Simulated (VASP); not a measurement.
# SnSe (zincblende type) (F-43m) in VASP: a series of runs

Runs on SnSe (zincblende type). Level: PBEsol. Tasks: single point.

Program: VASP 6.6.1. These are calculated values, not measurements. Logs are shortened: lines on timing, memory, paths and dates and some standing lists are left out, and cuts for length are marked.

### 1 The cell of the first run

It takes space group F-43m (No. 216, cubic). The conventional cell has a = 5.450 Å, b = 5.450 Å, c = 5.450 Å, α = 90.00°, β = 90.00°, γ = 90.00°. Sn (site symmetry -43m) has 4 Se at 2.36 Å within 3.1 Å. Within 3.1 Å of Se (site symmetry -43m) lie 4 Sn at 2.36 Å.

### 2 Single point, PBEsol (volume scaled by 0.55)

The input, INCAR:

```
SYSTEM = SnSe
PREC = Accurate ; ENCUT = 520
EDIFF = 1E-7 ; ISMEAR = -1
SIGMA = 0.08 ; LREAL = .FALSE.
LASPH = .TRUE. ; NELM = 80
ALGO = Normal ; ISIF = 2
LWAVE = .FALSE. ; LCHARG = .FALSE.
GGA = PS ; NBANDS = 17
```

The input, KPOINTS:

```
Automatic mesh
0
G
  12 12 12
  0 0 0
```

The input, POSCAR:

```
SnSe
1.0
    0.0000000000      2.7248357497      2.7248357497
    2.7248357497      0.0000000000      2.7248357497
    2.7248357497      2.7248357497      0.0000000000
Sn Se
1 1
Direct
    0.0000000000      0.0000000000      0.0000000000
    0.2500000000      0.2500000000      0.2500000000
```

Potentials or basis: VASP PAW PBE potentials, release 64 (Sn_d, Se).

Launch:

```console
cat potpaw_PBE.64/Sn_d/POTCAR potpaw_PBE.64/Se/POTCAR > POTCAR
mpirun -np 1 vasp_std > vasp.out
```

OUTCAR:

```text
SYSTEM = SnSe
   PREC = Accurate
   ENCUT = 520
   EDIFF = 1E-7
   ISMEAR = -1
   LREAL = .FALSE.
   LASPH = .TRUE.
   NELM = 80
   ISIF = 2
   GGA = PS

 ion  position               nearest neighbor table
   1  0.000  0.000  0.000-   2 2.36   2 2.36   2 2.36   2 2.36
   2  0.250  0.250  0.250-   1 2.36   1 2.36   1 2.36   1 2.36

  LATTYP: Found a face centered cubic cell.
 ALAT       =     5.4496714994

  Lattice vectors:

 A1 = (   0.0000000000,   2.7248357497,   2.7248357497)
 A2 = (   2.7248357497,   0.0000000000,   2.7248357497)
 A3 = (   2.7248357497,   2.7248357497,   0.0000000000)

Analysis of symmetry for initial positions (statically):
=====================================================================
 Subroutine PRICEL returns:
 Original cell was already a primitive cell.

 Routine SETGRP: Setting up the symmetry group for a
 face centered cubic supercell.

 Subroutine GETGRP returns: Found 24 space group operations
 (whereof 24 operations were pure point group operations)
 out of a pool of 48 trial point group operations.

The static configuration has the point symmetry T_d .

Analysis of symmetry for dynamics (positions and initial velocities):
=====================================================================
 Subroutine PRICEL returns:
 Original cell was already a primitive cell.

 Routine SETGRP: Setting up the symmetry group for a
 face centered cubic supercell.

 Subroutine GETGRP returns: Found 24 space group operations
 (whereof 24 operations were pure point group operations)
 out of a pool of 48 trial point group operations.

The dynamic configuration has the point symmetry T_d .

 Subroutine INISYM returns: Found 24 space group operations
 (whereof 24 operations are pure point group operations),
 and found     1 'primitive' translations

----------------------------------------------------------------------------------------

                                     Primitive cell

  volume of cell :      40.4623

  direct lattice vectors                    reciprocal lattice vectors
     0.000000000  2.724835750  2.724835750    -0.183497299  0.183497299  0.183497299
     2.724835750  0.000000000  2.724835750     0.183497299 -0.183497299  0.183497299
     2.724835750  2.724835750  0.000000000     0.183497299  0.183497299 -0.183497299

  length of vectors
     3.853499672  3.853499672  3.853499672     0.317826645  0.317826645  0.317826645

  position of ions in fractional coordinates (direct lattice)
     0.000000000  0.000000000  0.000000000
     0.250000000  0.250000000  0.250000000

  ion indices of the primitive-cell ions
   primitive index   ion index
                 1           1
                 2           2

----------------------------------------------------------------------------------------

 KPOINTS: Automatic mesh

Automatic generation of k-mesh.
 Grid dimensions read from file:
 generate k-points for:   12   12   12

 Generating k-lattice:

  Cartesian coordinates                     Fractional coordinates (reciprocal lattice)
    -0.015291442  0.015291442  0.015291442     0.083333333  0.000000000  0.000000000
     0.015291442 -0.015291442  0.015291442     0.000000000  0.083333333  0.000000000
     0.015291442  0.015291442 -0.015291442     0.000000000  0.000000000  0.083333333

  Length of vectors
     0.026485554  0.026485554  0.026485554

  Shift w.r.t. Gamma in fractional coordinates (k-lattice)
     0.000000000  0.000000000  0.000000000

 Subroutine IBZKPT returns following result:
 ===========================================

 Found     72 irreducible k-points:

 Following reciprocal coordinates:
            Coordinates               Weight
  0.000000  0.000000  0.000000      1.000000
  0.083333  0.000000  0.000000      8.000000
  0.166667  0.000000  0.000000      8.000000
  0.250000  0.000000  0.000000      8.000000
  0.333333  0.000000  0.000000      8.000000
  0.416667  0.000000  0.000000      8.000000
[... 16 lines left out ...]
  0.500000  0.166667  0.000000     24.000000
 -0.416667  0.166667  0.000000     24.000000
 [... further k-points ...]
   k-points           NKPTS =     72   k-points in BZ     NKDIM =     72   number of bands    NBANDS=     17
   number of dos      NEDOS =    301   number of ions     NIONS =      2
   total plane-waves  NPLWV =  27000
   dimension x,y,z NGX =    30 NGY =   30 NGZ =   30
   dimension x,y,z NGXF=    60 NGYF=   60 NGZF=   60
   ions per type =               1   1
   NGX,Y,Z   is equivalent  to a cutoff of  12.94, 12.94, 12.94 a.u.
   NGXF,Y,Z  is equivalent  to a cutoff of  25.88, 25.88, 25.88 a.u.
 SYSTEM =  SnSe
   PREC   = accura    normal or accurate (medium, high low for compatibility)
   ISTART =      0    job   : 0-new  1-cont  2-samecut
   ICHARG =      2    charge: 1-file 2-atom 10-const
   ISPIN  =      1    spin polarized calculation?
   LNONCOLLINEAR =      F non collinear calculations
   LSORBIT =      F    spin-orbit coupling
   LASPH  =      T    aspherical Exc in radial PAW
   ENCUT  =  520.0 eV  38.22 Ry    6.18 a.u.   7.16  7.16  7.16*2*pi/ulx,y,z
   NELM   =     80;   NELMIN=  2; NELMDL= -5     # of ELM steps
   EDIFF  = 0.1E-06   stopping-criterion for ELM
   LREAL  =      F    real-space projection
   EDIFFG = 0.1E-05   stopping-criterion for IOM
   NSW    =      0    number of steps for IOM
   IBRION =     -1    ionic relax: 0-MD 1-quasi-New 2-CG
   NFREE  =      0    steps in history (QN), initial steepest desc. (CG)
   ISIF   =      2    stress and relaxation
   ISYM   =      2    0-nonsym 1-usesym 2-fastsym
   POTIM  = 0.5000    time-step for ionic-motion
   TEBEG  =    0.0;   TEEND  =   0.0 temperature during run
   PSTRESS=    0.0 pullay stress
   NELECT =      20.0000    total number of electrons
   NUPDOWN=      -1.0000    fix difference up-down
   EMIN   =  10.00;   EMAX   =-10.00  energy-range for DOS
   EFERMI =   0.00;   METHOD = LEGACY
   ISMEAR =    -1;   SIGMA  =   0.08  broadening in eV -4-tet -1-fermi 0-gaus
   EFERMI_NEDOS =   21; number of points for ismear=-14 and -15
   IALGO  =     38    algorithm
   IMIX   =      4    mixing-type and parameters
     AMIX     =   0.40;   BMIX     =  1.00
     AMIX_MAG =   1.60;   BMIX_MAG =  1.00
  volume/ion in A,a.u.               =      20.23       136.53
  Fermi-wavevector in a.u.,A,eV,Ry     =   1.294398  2.446058 22.796102  1.675466
  Thomas-Fermi vector in A             =   2.425983
   LORBIT       =      0    0 simple, 1 ext, 2 COOP (PROOUT), +10 PAW based schemes
   GGA     = PS    functional components
   LHFCALC =     F    Hartree Fock is set to
   AEXX    =    0.0000 exact exchange contribution
   IVDW    =     0    specifies the selected vdW correction
   LEPSILON=     F    determine dielectric tensor
   LRPA    =     F    only Hartree local field effects (RPA)
 non-spin polarized calculation
  energy-cutoff  :      520.00
  volume of cell :       40.46
 maximum number of plane-waves:      1113
 NGX is ok and might be reduce to    30
   NGX = 15   NGY = 15   NGZ = 15

 number of electron      19.9999994 magnetization

 Free energy of the ion-electron system (eV)
  ---------------------------------------------------
  ext. energy  EPLUGINS =         0.00000000
  ---------------------------------------------------
  free energy    TOTEN  =        -4.51524300 eV

  energy without entropy =       -4.49970823  energy(sigma->0) =       -4.50747562

 E-fermi :  10.0466     XC(G=0): -11.0255

 val. band max:        9.9417024272   @ k =   0.3333   0.2500   0.0833
 cond. band min:      10.0486732970   @ k =  -0.4167   0.4167   0.1667
 fundamental gap:      0.1069708698
 Fermi energy:        10.0465895970

 k-point     1 :       0.0000    0.0000    0.0000
  band No.  band energies     occupation
      1     -12.9064      2.00000
      2     -12.9064      2.00000
      3     -12.9064      2.00000
      4     -12.7170      2.00000
      5     -12.7170      2.00000
      6      -8.3532      2.00000
[... 9 lines left out ...]
     16      17.7378      0.00000
     17      18.8189      0.00000

 k-point     2 :       0.0833    0.0000    0.0000
  band No.  band energies     occupation
      1     -12.9144      2.00000
      2     -12.9029      2.00000
      3     -12.9029      2.00000
      4     -12.7171      2.00000
      5     -12.7171      2.00000
      6      -8.2634      2.00000
[... 9 lines left out ...]
     16      17.0803      0.00000
     17      18.4426      0.00000

 k-point     3 :       0.1667    0.0000    0.0000
  band No.  band energies     occupation
      1     -12.9358      2.00000
      2     -12.8937      2.00000
      3     -12.8937      2.00000
      4     -12.7170      2.00000
      5     -12.7170      2.00000
      6      -8.0020      2.00000
[... 9 lines left out ...]
     16      16.8860      0.00000
     17      18.5703      0.00000

 k-point     4 :       0.2500    0.0000    0.0000
  band No.  band energies     occupation
      1     -12.9644      2.00000
      2     -12.8822      2.00000
      3     -12.8822      2.00000
      4     -12.7158      2.00000
      5     -12.7158      2.00000
      6      -7.5964      2.00000
[... 9 lines left out ...]
     16      16.4867      0.00000
     17      20.3228      0.00000
[... 343 lines left out ...]
      1     -13.0222      2.00000
      2     -12.8568      2.00000
      3     -12.8496      2.00000
      4     -12.7290      2.00000
      5     -12.7031      2.00000
      6      -6.6923      2.00000
[... 9 lines left out ...]
     16      19.0513      0.00000
     17      21.3810      0.00000

 k-point    23 :       0.5000    0.1667    0.0000
  band No.  band energies     occupation
      1     -13.0314      2.00000
      2     -12.8546      2.00000
      3     -12.8468      2.00000
      4     -12.7235      2.00000
      5     -12.7051      2.00000
      6      -6.3320      2.00000
[... 9 lines left out ...]
     16      19.1837      0.00000
     17      20.6282      0.00000

 k-point    24 :      -0.4167    0.1667    0.0000
  band No.  band energies     occupation
      1     -13.0302      2.00000
      2     -12.8550      2.00000
      3     -12.8489      2.00000
      4     -12.7175      2.00000
      5     -12.7102      2.00000
      6      -6.2748      2.00000
[... 9 lines left out ...]
     16      18.5919      0.00000
     17      21.4391      0.00000

 [... further k-points ...]
[... 5 lines left out ...]
  --------------------------------------------------------------------------------------
  -------------------------------------------------------------------------------------
  Total       15.5721085     15.5721085     15.5721085      0.0000000     -0.0000000      0.0000000
  in kB      616.6049712    616.6049712    616.6049712      0.0000000     -0.0000000      0.0000000
  external PRESSURE =     616.6049712 kB  Pullay stress =       0.0000000 kB

 VOLUME and BASIS-vectors are now :
 -----------------------------------------------------------------------------
  energy-cutoff  :      520.00
  volume of cell :       40.46
      direct lattice vectors                 reciprocal lattice vectors
     0.000000000  2.724835750  2.724835750    -0.183497299  0.183497299  0.183497299
     2.724835750  0.000000000  2.724835750     0.183497299 -0.183497299  0.183497299
     2.724835750  2.724835750  0.000000000     0.183497299  0.183497299 -0.183497299

 POSITION                                       TOTAL-FORCE (eV/Angst)
 -----------------------------------------------------------------------------------
      0.00000      0.00000      0.00000         0.000000      0.000000      0.000000
      1.36242      1.36242      1.36242        -0.000000     -0.000000     -0.000000
 -----------------------------------------------------------------------------------
    total drift:                                0.000000      0.000000      0.000000

  FREE ENERGIE OF THE ION-ELECTRON SYSTEM (eV)
  ---------------------------------------------------
  free  energy   TOTEN  =        -4.5152430029 eV

  energy  without entropy=       -4.4997082325  energy(sigma->0) =       -4.50747562
```

Wall time 34 s (1 thread of Intel Xeon 6975P-C, shared host); peak memory 0.2 GiB.

Results:

```
Free energy            : -4.5152 eV
Pressure               : 61.7 GPa
Band gap on the k mesh : zero (band 10 reaches 11.25 eV, above the bottom of band 11 at 8.84 eV)
```

Caveat: the PAW data sets were made with another functional, which shifts forces and pressure a little; spin-orbit coupling is left out, which moves the levels of the heavy elements.

[end of part 1 of 2]
